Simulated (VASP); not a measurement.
# Zn (Im-3m) in VASP: notebook

The runs below take Zn through single point, relaxation of cell and atoms, with PBE.

Everything below comes from runs of VASP 6.6.1. Logs are shortened: lines on timing, memory, paths and dates and some standing lists are left out, and cuts for length are marked.

## Step 1: The cell of the first run

The structure is cubic, space group Im-3m (No. 229). The conventional cell has a = 3.133 Å, b = 3.133 Å, c = 3.133 Å, α = 90.00°, β = 90.00°, γ = 90.00°. Zn (site symmetry m-3m) has 14 Zn at 2.71 to 3.13 Å within 3.6 Å.

This isn't the form of Zn at room conditions, which is hcp.

## Step 2: Single point, PBE

Input file INCAR:

```
  PREC = Accurate
  ENCUT = 500
  EDIFF = 1E-6
  ISMEAR = -1
  SIGMA = 0.05
  LREAL = False
  LASPH = True
  NELM = 120
  ALGO = Normal
  ISIF = 2
  LWAVE = False
  LCHARG = True
  GGA = PE
  LELF = True
  LVHAR = True
  NBANDS = 12
  GGA_COMPAT = False
```

Input file KPOINTS:

```
regular mesh
0
Gamma
  10 10 10
```

Input file POSCAR:

```
Zn
1.0
   -1.5663292005      1.5663292005      1.5663292005
    1.5663292005     -1.5663292005      1.5663292005
    1.5663292005      1.5663292005     -1.5663292005
Zn
1
Direct
    0.0000000000      0.0000000000      0.0000000000
```

Potentials or basis: VASP PAW PBE potentials, release 64 (Zn).

Started as:

```console
> cat potpaw_PBE.64/Zn/POTCAR > POTCAR
> mpirun -np 1 vasp_std > vasp.out
```

OUTCAR:

```text
PREC = Accurate
   ENCUT = 500
   EDIFF = 1E-6
   ISMEAR = -1
   LREAL = False
   LASPH = True
   NELM = 120
   ISIF = 2
   GGA = PE

 ion  position               nearest neighbor table
   1  0.000  0.000  0.000-

  LATTYP: Found a body centered cubic cell.
 ALAT       =     3.1326584010

  Lattice vectors:

 A1 = (  -1.5663292005,   1.5663292005,   1.5663292005)
 A2 = (   1.5663292005,  -1.5663292005,   1.5663292005)
 A3 = (   1.5663292005,   1.5663292005,  -1.5663292005)

Analysis of symmetry for initial positions (statically):
=====================================================================
 Subroutine PRICEL returns:
 Original cell was already a primitive cell.

 Routine SETGRP: Setting up the symmetry group for a
 body centered cubic supercell.

 Subroutine GETGRP returns: Found 48 space group operations
 (whereof 48 operations were pure point group operations)
 out of a pool of 48 trial point group operations.

The static configuration has the point symmetry O_h .

Analysis of symmetry for dynamics (positions and initial velocities):
=====================================================================
 Subroutine PRICEL returns:
 Original cell was already a primitive cell.

 Routine SETGRP: Setting up the symmetry group for a
 body centered cubic supercell.

 Subroutine GETGRP returns: Found 48 space group operations
 (whereof 48 operations were pure point group operations)
 out of a pool of 48 trial point group operations.

The dynamic configuration has the point symmetry O_h .

 Subroutine INISYM returns: Found 48 space group operations
 (whereof 48 operations are pure point group operations),
 and found     1 'primitive' translations

----------------------------------------------------------------------------------------

                                     Primitive cell

  volume of cell :      15.3712

  direct lattice vectors                    reciprocal lattice vectors
    -1.566329201  1.566329201  1.566329201     0.000000000  0.319217697  0.319217697
     1.566329201 -1.566329201  1.566329201     0.319217697  0.000000000  0.319217697
     1.566329201  1.566329201 -1.566329201     0.319217697  0.319217697  0.000000000

  length of vectors
     2.712961757  2.712961757  2.712961757     0.451441996  0.451441996  0.451441996

  position of ions in fractional coordinates (direct lattice)
     0.000000000  0.000000000  0.000000000
[... 75 lines left out ...]
   NELM   =    120;   NELMIN=  2; NELMDL= -5     # of ELM steps
   EDIFF  = 0.1E-05   stopping-criterion for ELM
   LREAL  =      F    real-space projection
   EDIFFG = 0.1E-04   stopping-criterion for IOM
   NSW    =      0    number of steps for IOM
   IBRION =     -1    ionic relax: 0-MD 1-quasi-New 2-CG
   NFREE  =      0    steps in history (QN), initial steepest desc. (CG)
   ISIF   =      2    stress and relaxation
   ISYM   =      2    0-nonsym 1-usesym 2-fastsym
   POTIM  = 0.5000    time-step for ionic-motion
   TEBEG  =    0.0;   TEEND  =   0.0 temperature during run
   PSTRESS=    0.0 pullay stress
   NELECT =      12.0000    total number of electrons
   NUPDOWN=      -1.0000    fix difference up-down
   EMIN   =  10.00;   EMAX   =-10.00  energy-range for DOS
   EFERMI =   0.00;   METHOD = LEGACY
   ISMEAR =    -1;   SIGMA  =   0.05  broadening in eV -4-tet -1-fermi 0-gaus
   EFERMI_NEDOS =   21; number of points for ismear=-14 and -15
   IALGO  =     38    algorithm
   IMIX   =      4    mixing-type and parameters
     AMIX     =   0.40;   BMIX     =  1.00
     AMIX_MAG =   1.60;   BMIX_MAG =  1.00
  volume/ion in A,a.u.               =      15.37       103.73
  Fermi-wavevector in a.u.,A,eV,Ry     =   1.507413  2.848597 30.916429  2.272293
  Thomas-Fermi vector in A             =   2.618002
   LORBIT       =      0    0 simple, 1 ext, 2 COOP (PROOUT), +10 PAW based schemes
   GGA     = PE    functional components
   LHFCALC =     F    Hartree Fock is set to
   AEXX    =    0.0000 exact exchange contribution
   IVDW    =     0    specifies the selected vdW correction
   LEPSILON=     F    determine dielectric tensor
   LRPA    =     F    only Hartree local field effects (RPA)
 non-spin polarized calculation
  energy-cutoff  :      500.00
  volume of cell :       15.37
 maximum number of plane-waves:       402
   NGX =  9   NGY =  9   NGZ =  9

 number of electron      12.0000024 magnetization

 Free energy of the ion-electron system (eV)
  ---------------------------------------------------
  ext. energy  EPLUGINS =         0.00000000
  ---------------------------------------------------
  free energy    TOTEN  =        -1.03331056 eV

  energy without entropy =       -1.02957106  energy(sigma->0) =       -1.03144081

 E-fermi :   3.3358     XC(G=0): -11.5104

 val. band max:        3.3185695600   @ k =  -0.4000   0.4000   0.4000
 cond. band min:       3.3919928028   @ k =   0.4000   0.1000  -0.0000
 fundamental gap:      0.0734232429
 Fermi energy:         3.3358230668

 k-point     1 :       0.0000    0.0000    0.0000
  band No.  band energies     occupation
      1      -7.2531      2.00000
      2      -4.6428      2.00000
      3      -4.6428      2.00000
      4      -4.6428      2.00000
      5      -4.1417      2.00000
      6      -4.1417      2.00000
      7      22.1733      0.00000
      8      22.1733      0.00000
      9      22.1733      0.00000
     10      23.8826      0.00000
     11      23.8826      0.00000
     12      23.8826      0.00000
[... 331 lines left out ...]
 k-point    24 :      -0.3000    0.3000    0.1000
  band No.  band energies     occupation
      1      -5.1677      2.00000
      2      -4.7620      2.00000
      3      -4.3815      2.00000
      4      -4.2435      2.00000
      5      -4.1270      2.00000
      6      -3.3783      2.00000
      7       9.2416      0.00000
      8      14.4033      0.00000
      9      15.9556      0.00000
     10      20.7260      0.00000
     11      21.5214      0.00000
     12      23.6017      0.00000

 [... further k-points ...]
[... 5 lines left out ...]
  --------------------------------------------------------------------------------------
  -------------------------------------------------------------------------------------
  Total        0.0333096      0.0333096      0.0333096      0.0000000      0.0000000     -0.0000000
  in kB        3.4719300      3.4719300      3.4719300      0.0000000      0.0000000     -0.0000000
  external PRESSURE =       3.4719300 kB  Pullay stress =       0.0000000 kB

 VOLUME and BASIS-vectors are now :
 -----------------------------------------------------------------------------
  energy-cutoff  :      500.00
  volume of cell :       15.37
      direct lattice vectors                 reciprocal lattice vectors
    -1.566329201  1.566329201  1.566329201     0.000000000  0.319217697  0.319217697
     1.566329201 -1.566329201  1.566329201     0.319217697  0.000000000  0.319217697
     1.566329201  1.566329201 -1.566329201     0.319217697  0.319217697  0.000000000

 POSITION                                       TOTAL-FORCE (eV/Angst)
 -----------------------------------------------------------------------------------
      0.00000      0.00000      0.00000         0.000000      0.000000      0.000000
 -----------------------------------------------------------------------------------
    total drift:                                0.000000     -0.000000      0.000000

  FREE ENERGIE OF THE ION-ELECTRON SYSTEM (eV)
  ---------------------------------------------------
  free  energy   TOTEN  =        -1.0333105641 eV

  energy  without entropy=       -1.0295710613  energy(sigma->0) =       -1.03144081
```

OSZICAR:

```text
N       E                     dE             d eps       ncg     rms          rms(c)
DAV:   1     0.406132213125E+02    0.40613E+02   -0.64906E+03  1152   0.155E+03
DAV:   2    -0.833120929155E-02   -0.40622E+02   -0.38525E+02  1180   0.202E+02
DAV:   3    -0.112441734897E+01   -0.11161E+01   -0.11149E+01  1340   0.344E+01
DAV:   4    -0.112706618169E+01   -0.26488E-02   -0.26487E-02  1264   0.163E+00
DAV:   5    -0.112706817867E+01   -0.19970E-05   -0.19969E-05  1284   0.433E-02    0.276E+00
DAV:   6    -0.104014876567E+01    0.86919E-01   -0.45171E-01  1272   0.136E+01    0.212E+00
DAV:   7    -0.103543087181E+01    0.47179E-02   -0.81487E-03  1216   0.175E+00    0.107E+00
DAV:   8    -0.103330186532E+01    0.21290E-02   -0.11385E-03  1388   0.484E-01    0.389E-02
DAV:   9    -0.103331042272E+01   -0.85574E-05   -0.76137E-05  1536   0.115E-01    0.208E-02
DAV:  10    -0.103331056411E+01   -0.14139E-06   -0.44793E-06  1224   0.338E-02
   1 F= -.10333106E+01 E0= -.10314408E+01  d E =-.373950E-02
```

stdout:

```text
POSCAR found type information on POSCAR Zn
 POSCAR found :  1 types and       1 ions
 scaLAPACK will be used
 LDA part: xc-table for (Slater+PW92), standard interpolation
 POSCAR, INCAR and KPOINTS ok, starting setup
 FFT: planning ... GRIDC
 FFT: planning ... GRID_SOFT
 FFT: planning ... GRID
 WAVECAR not read
 entering main loop
```

It took 9.4 s on 1 thread of Intel Xeon 8259CL, shared host; peak memory 0.12 GiB.

What came out:

```yaml
Free_energy: -1.0333 eV
Pressure: 0.3 GPa
Band_gap_on_the_k_mesh: zero (bands 6 and 7 overlap by 5.18 eV)
```

## Step 3: Relaxation of cell and atoms, PBE

This run uses another cell than the first one, of 15.33 Å³/atom.

Input file INCAR:

```
  ALGO = Normal
  EDIFF = 1E-7
  EDIFFG = -0.03
  ENCUT = 500
  GGA = PE
  GGA_COMPAT = False
  IBRION = 2
  ISIF = 3
  ISMEAR = -1
  LASPH = True
  LCHARG = False
  LREAL = False
  LWAVE = False
  NELM = 120
  NELMIN = 4
  NSW = 80
  PREC = Accurate
  SIGMA = 0.05
```

Input file KPOINTS:

```
k-points
0
Gamma
  10 10 10
```

Input file POSCAR:

```
Zn
1.0
   -1.5650000000      1.5650000000      1.5650000000
    1.5650000000     -1.5650000000      1.5650000000
    1.5650000000      1.5650000000     -1.5650000000
Zn
1
Direct
    0.0000000000      0.0000000000      0.0000000000
```

Potentials or basis: VASP PAW PBE potentials, release 64 (Zn).

Started as:

```console
> cat potpaw_PBE.64/Zn/POTCAR > POTCAR
> mpirun -np 1 vasp_std > vasp.out
```

It took 11 s on 1 thread of Intel Xeon 8259CL, shared host; peak memory 0.12 GiB.

The run converged. Its results:

```yaml
Free_energy: -1.0334 eV
Relaxed_volume: 15.43 Å³/atom
Relaxed_cell: a = 2.716 Å, b = 2.716 Å, c = 2.716 Å, α = 109.47°, β = 109.47°, γ = 109.47°
Space_group_after_relaxing_to_0.1_Å: Im-3m (No. 229)
Energy_gained_by_relaxing: 0.1 meV/atom
Ionic_steps: 2
Pressure_after_relaxing: 0.0 GPa
Band_gap_on_the_k_mesh: zero (bands 6 and 7 overlap by 5.18 eV)
```

Step by step:
```tsv
step	energy change (eV)	largest force (eV/Å)	pressure (GPa)	volume (Å³)
1	0.0000	0.0000	0.46	15.33
2	-0.0001	0.0000	0.03	15.43
```

Final structure:
```
CELL_PARAMETERS angstrom
-1.56830 1.56830 1.56830
1.56830 -1.56830 1.56830
1.56830 1.56830 -1.56830
ATOMIC_POSITIONS crystal
Zn 0.00000 0.00000 0.00000
```

Levels at points of the mesh, in eV from the Fermi level:
```tsv
k point	band 3	band 4	band 5	band 6	band 7	band 8	band 9	band 10
(0.00, 0.00, 0.00)	-7.96	-7.96	-7.47	-7.47	18.78	18.78	18.78	20.52
(0.50, 0.00, 0.00)	-7.49	-7.43	-7.13	-2.86	-1.20	11.08	12.46	15.06
(0.50, 0.50, 0.50)	-7.21	-7.21	-7.21	3.98	3.98	3.98	7.25	8.34
```

The gap in the log of VASP goes by the Fermi energy; the results here count the filled bands.